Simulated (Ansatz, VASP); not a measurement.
Na: VASP beside Ansatz

```xyz
1
Lattice="-1.7111 1.7111 1.7111 1.7111 -1.7111 1.7111 1.7111 1.7111 -1.7111" Properties=species:S:1:pos:R:3 pbc="T T T"
Na    0.0000    0.0000    0.0000
```

Alike in both runs: task single point; functional LDA; k mesh 13 × 13 × 13; occupations fermi-dirac, width 0.05 eV; no spin polarisation.

|  | VASP | Ansatz |
| --- | --- | --- |
| version | VASP 6.6.1 | Ansatz 0.2.0 |
| potentials or method | VASP PAW LDA potentials, release 64 (Na_pv) | PAW with Ansatz's default frozen-core files, scalar-relativistic |
| plane-wave cutoff (eV) | 520 | 420 |
| valence electrons in the cell | 7 | 9 |

|  | VASP | Ansatz | Ansatz less VASP |
| --- | --- | --- | --- |
| gap on the k mesh at the Fermi level (eV) | none | none | - |
| pressure (GPa) | 12.1 | 12.1 | -0.04 |

LDA's correlation is that of Perdew and Zunger in VASP and of Perdew and Wang (1992) in Ansatz. A gap of «none» marks a metal or a gap that the smearing closes. VASP's potentials hold 7 valence electrons a cell and Ansatz's 9, so a difference there can come from the potentials and not from the codes.
